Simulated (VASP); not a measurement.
# TiO (P-6m2) in VASP: single point with PBEsol

Aim: the single point of TiO with PBEsol.

Everything below comes from runs of VASP 6.6.1. Logs are shortened: lines on timing, memory, paths and dates and some standing lists are left out, and cuts for length are marked.

## (1) The cell of the first run

The structure is hexagonal, space group P-6m2 (No. 187). The conventional cell has a = 2.787 Å, b = 2.787 Å, c = 2.798 Å, α = 90.00°, β = 90.00°, γ = 120.00°. Within 2.8 Å of Ti (site symmetry -6m2) lie 6 O at 2.13 Å and 8 Ti at 2.79 to 2.80 Å. Within 2.8 Å of O (site symmetry -6m2) lie 6 Ti at 2.13 Å and 8 O at 2.79 to 2.80 Å.

## (2) Single point, PBEsol

The input, INCAR:

```
PREC     = Accurate       # precision mode
ENCUT    = 600            # plane-wave cutoff, eV
EDIFF    = 1E-6           # SCF threshold, eV
ISMEAR   = 0              # smearing method
SIGMA    = 0.1            # smearing width, eV
LREAL    = False          # projectors in reciprocal space
LASPH    = True           # aspherical terms in the spheres
NELM     = 120            # most SCF steps
ALGO     = Normal         # electronic algorithm
ISIF     = 2              # what is computed and relaxed
LWAVE    = False          # write WAVECAR
LCHARG   = False          # write CHGCAR
GGA      = PS             # functional
NBANDS   = 16             # bands
GGA_COMPAT= False
```

The input, KPOINTS:

```
Automatic mesh
0
Gamma
  6 6 6
```

The input, POSCAR:

```
TiO
1.0
    2.7870572578      0.0000000000      0.0000000000
   -1.3935286289      2.4136623871      0.0000000000
    0.0000000000      0.0000000000      2.7975367065
Ti O
1 1
Direct
    0.6666666667      0.3333333333      0.0000000000
    0.0000000000      0.0000000000      0.5000000000
```

Potentials or basis: VASP PAW PBE potentials, release 64 (Ti_sv, O).

Launch:

```console
$ cat potpaw_PBE.64/Ti_sv/POTCAR potpaw_PBE.64/O/POTCAR > POTCAR
$ mpirun -np 1 vasp_std > vasp.out
```

OUTCAR:

```text
PREC = Accurate
   ENCUT = 600
   EDIFF = 1E-6
   ISMEAR = 0
   LREAL = False
   LASPH = True
   NELM = 120
   ISIF = 2
   GGA = PS

 ion  position               nearest neighbor table
   1  0.667  0.333  0.000-   2 2.13   2 2.13   2 2.13   2 2.13   2 2.13   2 2.13
   2  0.000  0.000  0.500-   1 2.13   1 2.13   1 2.13   1 2.13   1 2.13   1 2.13

  LATTYP: Found a hexagonal cell.
 ALAT       =     2.7870572578
 C/A-ratio  =     1.0037600407

  Lattice vectors:

 A1 = (   2.7870572578,   0.0000000000,   0.0000000000)
 A2 = (  -1.3935286289,   2.4136623871,   0.0000000000)
 A3 = (   0.0000000000,   0.0000000000,   2.7975367065)

Analysis of symmetry for initial positions (statically):
=====================================================================
 Subroutine PRICEL returns:
 Original cell was already a primitive cell.

 Routine SETGRP: Setting up the symmetry group for a
 hexagonal supercell.

 Subroutine GETGRP returns: Found 12 space group operations
 (whereof 12 operations were pure point group operations)
 out of a pool of 24 trial point group operations.

The static configuration has the point symmetry D_3h.

Analysis of symmetry for dynamics (positions and initial velocities):
=====================================================================
 Subroutine PRICEL returns:
 Original cell was already a primitive cell.

 Routine SETGRP: Setting up the symmetry group for a
 hexagonal supercell.

 Subroutine GETGRP returns: Found 12 space group operations
 (whereof 12 operations were pure point group operations)
 out of a pool of 24 trial point group operations.

The dynamic configuration has the point symmetry D_3h.

 Subroutine INISYM returns: Found 12 space group operations
 (whereof 12 operations are pure point group operations),
 and found     1 'primitive' translations

----------------------------------------------------------------------------------------

                                     Primitive cell

  volume of cell :      18.8191

  direct lattice vectors                    reciprocal lattice vectors
     2.787057258  0.000000000  0.000000000     0.358801384  0.207154075  0.000000000
    -1.393528629  2.413662387  0.000000000     0.000000000  0.414308151  0.000000000
     0.000000000  0.000000000  2.797536706     0.000000000  0.000000000  0.357457329

  length of vectors
     2.787057258  2.787057258  2.797536706     0.414308151  0.414308151  0.357457329

  position of ions in fractional coordinates (direct lattice)
     0.666666667  0.333333333  0.000000000
     0.000000000  0.000000000  0.500000000

  ion indices of the primitive-cell ions
   primitive index   ion index
                 1           1
                 2           2

----------------------------------------------------------------------------------------

 KPOINTS: Automatic mesh

Automatic generation of k-mesh.
 Grid dimensions read from file:
 generate k-points for:    6    6    6

 Generating k-lattice:

  Cartesian coordinates                     Fractional coordinates (reciprocal lattice)
     0.059800231  0.034525679  0.000000000     0.166666667 -0.000000000  0.000000000
     0.000000000  0.069051358  0.000000000     0.000000000  0.166666667  0.000000000
     0.000000000  0.000000000  0.059576222     0.000000000  0.000000000  0.166666667

  Length of vectors
     0.069051358  0.069051358  0.059576222

  Shift w.r.t. Gamma in fractional coordinates (k-lattice)
     0.000000000  0.000000000  0.000000000

 Subroutine IBZKPT returns following result:
 ===========================================

 Found     28 irreducible k-points:

 Following reciprocal coordinates:
            Coordinates               Weight
  0.000000  0.000000  0.000000      1.000000
  0.166667 -0.000000  0.000000      6.000000
  0.333333 -0.000000  0.000000      6.000000
  0.500000  0.000000  0.000000      3.000000
  0.166667  0.166667  0.000000      6.000000
  0.333333  0.166667  0.000000     12.000000
[... 16 lines left out ...]
  0.166667 -0.000000  0.500000      6.000000
  0.333333 -0.000000  0.500000      6.000000
 [... further k-points ...]
   k-points           NKPTS =     28   k-points in BZ     NKDIM =     28   number of bands    NBANDS=     16
   number of dos      NEDOS =    301   number of ions     NIONS =      2
   total plane-waves  NPLWV =  13824
   dimension x,y,z NGX =    24 NGY =   24 NGZ =   24
   dimension x,y,z NGXF=    48 NGYF=   48 NGZF=   48
   ions per type =               1   1
   NGX,Y,Z   is equivalent  to a cutoff of  14.32, 14.32, 14.26 a.u.
   NGXF,Y,Z  is equivalent  to a cutoff of  28.63, 28.63, 28.52 a.u.
 SYSTEM =  unknown system
   PREC   = accura    normal or accurate (medium, high low for compatibility)
   ISTART =      0    job   : 0-new  1-cont  2-samecut
   ICHARG =      2    charge: 1-file 2-atom 10-const
   ISPIN  =      1    spin polarized calculation?
   LNONCOLLINEAR =      F non collinear calculations
   LSORBIT =      F    spin-orbit coupling
   LASPH  =      T    aspherical Exc in radial PAW
   ENCUT  =  600.0 eV  44.10 Ry    6.64 a.u.   5.57  5.57  5.59*2*pi/ulx,y,z
   NELM   =    120;   NELMIN=  2; NELMDL= -5     # of ELM steps
   EDIFF  = 0.1E-05   stopping-criterion for ELM
   LREAL  =      F    real-space projection
   EDIFFG = 0.1E-04   stopping-criterion for IOM
   NSW    =      0    number of steps for IOM
   IBRION =     -1    ionic relax: 0-MD 1-quasi-New 2-CG
   NFREE  =      0    steps in history (QN), initial steepest desc. (CG)
   ISIF   =      2    stress and relaxation
   ISYM   =      2    0-nonsym 1-usesym 2-fastsym
   POTIM  = 0.5000    time-step for ionic-motion
   TEBEG  =    0.0;   TEEND  =   0.0 temperature during run
   PSTRESS=    0.0 pullay stress
   NELECT =      18.0000    total number of electrons
   NUPDOWN=      -1.0000    fix difference up-down
   EMIN   =  10.00;   EMAX   =-10.00  energy-range for DOS
   EFERMI =   0.00;   METHOD = LEGACY
   ISMEAR =     0;   SIGMA  =   0.10  broadening in eV -4-tet -1-fermi 0-gaus
   EFERMI_NEDOS =   21; number of points for ismear=-14 and -15
   IALGO  =     38    algorithm
   IMIX   =      4    mixing-type and parameters
     AMIX     =   0.40;   BMIX     =  1.00
     AMIX_MAG =   1.60;   BMIX_MAG =  1.00
  volume/ion in A,a.u.               =       9.41        63.50
  Fermi-wavevector in a.u.,A,eV,Ry     =   1.612995  3.048118 35.398982  2.601752
  Thomas-Fermi vector in A             =   2.708135
   LORBIT       =      0    0 simple, 1 ext, 2 COOP (PROOUT), +10 PAW based schemes
   GGA     = PS    functional components
   LHFCALC =     F    Hartree Fock is set to
   AEXX    =    0.0000 exact exchange contribution
   IVDW    =     0    specifies the selected vdW correction
   LEPSILON=     F    determine dielectric tensor
   LRPA    =     F    only Hartree local field effects (RPA)
 non-spin polarized calculation
 Gauss-broadening in eV      SIGMA  =   0.10
  energy-cutoff  :      600.00
  volume of cell :       18.82
 maximum number of plane-waves:       659
 NGX is ok and might be reduce to    24
   NGX = 11   NGY = 11   NGZ = 11

 number of electron      17.9999999 magnetization

 Free energy of the ion-electron system (eV)
  ---------------------------------------------------
  ext. energy  EPLUGINS =         0.00000000
  ---------------------------------------------------
  free energy    TOTEN  =       -18.77424164 eV

  energy without entropy =      -18.77319951  energy(sigma->0) =      -18.77372058

 E-fermi :  11.6487     XC(G=0): -13.2557

 val. band max:       11.6248921096   @ k =   0.0000   0.0000   0.5000
 cond. band min:      11.7799900164   @ k =   0.0000   0.0000   0.3333
 fundamental gap:      0.1550979068
 Fermi energy:        11.6487061838

 k-point     1 :       0.0000    0.0000    0.0000
  band No.  band energies     occupation
      1     -45.8833      2.00000
      2     -22.1523      2.00000
      3     -21.7629      2.00000
      4     -21.7629      2.00000
      5     -10.4064      2.00000
      6       5.8554      2.00000
[... 8 lines left out ...]
     15      25.8895      0.00000
     16      28.9990      0.00000

 k-point     2 :       0.1667   -0.0000    0.0000
  band No.  band energies     occupation
      1     -45.8456      2.00000
      2     -22.1188      2.00000
      3     -22.0161      2.00000
      4     -21.8127      2.00000
      5     -10.0622      2.00000
      6       4.7274      2.00000
[... 8 lines left out ...]
     15      25.4181      0.00000
     16      28.5391      0.00000

 k-point     3 :       0.3333   -0.0000    0.0000
  band No.  band energies     occupation
      1     -45.7691      2.00000
      2     -22.4944      2.00000
      3     -22.0512      2.00000
      4     -21.9109      2.00000
      5      -9.3666      2.00000
      6       3.0963      2.00000
[... 8 lines left out ...]
     15      24.6973      0.00000
     16      27.0630      0.00000

 k-point     4 :       0.5000    0.0000    0.0000
  band No.  band energies     occupation
      1     -45.7304      2.00000
      2     -22.7216      2.00000
      3     -22.0171      2.00000
      4     -21.9594      2.00000
      5      -9.0086      2.00000
      6       2.4269      2.00000
[... 8 lines left out ...]
     15      23.4211      0.00000
     16      26.7636      0.00000
[... 324 lines left out ...]
 k-point    22 :       0.0000    0.0000    0.5000
  band No.  band energies     occupation
      1     -45.8009      2.00000
      2     -22.9450      2.00000
      3     -21.7046      2.00000
      4     -21.7046      2.00000
      5      -9.0306      2.00000
      6       2.1102      2.00000
[... 8 lines left out ...]
     15      19.9073      0.00000
     16      30.9860      0.00000

 k-point    23 :       0.1667   -0.0000    0.5000
  band No.  band energies     occupation
      1     -45.7656      2.00000
      2     -22.8629      2.00000
      3     -21.9161      2.00000
      4     -21.7497      2.00000
      5      -9.0679      2.00000
      6       2.5519      2.00000
[... 8 lines left out ...]
     15      20.2702      0.00000
     16      28.1301      0.00000

 k-point    24 :       0.3333   -0.0000    0.5000
  band No.  band energies     occupation
      1     -45.6943      2.00000
      2     -22.6948      2.00000
      3     -22.3249      2.00000
      4     -21.8389      2.00000
      5      -9.1391      2.00000
      6       3.2330      2.00000
[... 8 lines left out ...]
     15      22.7392      0.00000
     16      25.6181      0.00000

 [... further k-points ...]

------------------------ aborting loop because EDIFF is reached ----------------------------------------

  FORCE on cell =-STRESS in cart. coord.  units (eV):
  Direction    XX          YY          ZZ          XY          YZ          ZX
  --------------------------------------------------------------------------------------
  -------------------------------------------------------------------------------------
  Total        0.0534319      0.0534319      0.0851398      0.0000000      0.0000000      0.0000000
  in kB        4.5489709      4.5489709      7.2484469      0.0000000      0.0000000      0.0000000
  external PRESSURE =       5.4487962 kB  Pullay stress =       0.0000000 kB

 VOLUME and BASIS-vectors are now :
 -----------------------------------------------------------------------------
  energy-cutoff  :      600.00
  volume of cell :       18.82
      direct lattice vectors                 reciprocal lattice vectors
     2.787057258  0.000000000  0.000000000     0.358801384  0.207154075  0.000000000
    -1.393528629  2.413662387  0.000000000     0.000000000  0.414308151  0.000000000
     0.000000000  0.000000000  2.797536706     0.000000000  0.000000000  0.357457329

 POSITION                                       TOTAL-FORCE (eV/Angst)
 -----------------------------------------------------------------------------------
      1.39353      0.80455      0.00000         0.000000      0.000000      0.000000
      0.00000      0.00000      1.39877        -0.000000      0.000000      0.000000
 -----------------------------------------------------------------------------------
    total drift:                               -0.000000      0.000000      0.000000

  FREE ENERGIE OF THE ION-ELECTRON SYSTEM (eV)
  ---------------------------------------------------
  free  energy   TOTEN  =       -18.7742416422 eV

  energy  without entropy=      -18.7731995148  energy(sigma->0) =      -18.77372058
```

Wall time 11 s (1 thread of AMD EPYC 7R13 (Zen 3), shared host); peak memory 0.11 GiB.

Results:

```yaml
Free_energy: -18.7742 eV
Pressure: 0.5 GPa
Band_gap_on_the_k_mesh: zero (filled and empty bands touch)
```

Caveat: the k points lie up to 0.43 Å⁻¹ apart; the PAW data sets were made with another functional, which shifts forces and pressure a little; semilocal functionals often make such compounds metallic where correlation or magnetic order opens a gap, which also shifts bond lengths.

The gap in the log of VASP goes by the Fermi energy; the results here count the filled bands.